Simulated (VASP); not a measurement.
# Mg: single point with r2SCAN

Crystal: Mg.

```
Mg
1.0
     0.00000    2.28432    2.28432
     2.28432    0.00000    2.28432
     2.28432    2.28432    0.00000
Mg
1
Cartesian
  0.0000 0.0000 0.0000
```

This cell differs from its parent crystal: strained.

| Quantity | Value |
| --- | --- |
| Program | VASP 6.6.1 |
| Task | single point |
| Functional | r2SCAN |
| Potentials or basis | VASP PAW PBE potentials, release 64 (Mg) |
| Cutoff | 520 eV |
| k mesh | 16 × 16 × 16 |
| Occupations | gaussian, width 0.1 eV |
| Spin | no spin polarisation |

| Item | Value |
| --- | --- |
| Pressure | -1.9 GPa |
| Band gap on the k mesh | zero (bands 1 and 2 overlap by 2.73 eV) |

Levels at points of the mesh, in eV from the Fermi level:
```csv
k point,band 1,band 2,band 3,band 4
"(0.00, 0.00, 0.00)",-7.20,12.96,12.96,12.96
"(0.50, 0.00, 0.00)",-1.85,-1.23,11.83,11.83
"(0.50, 0.50, 0.00)",-0.25,0.88,6.39,7.28
```

Run time: 48 s on 1 thread of AMD EPYC 9R45 96-Core Processor (Zen 5), on a shared host, peak memory 0.13 GiB.

Caveat: the cell differs from its parent crystal (strained); the PAW data sets were made with another functional, which shifts forces and pressure a little.
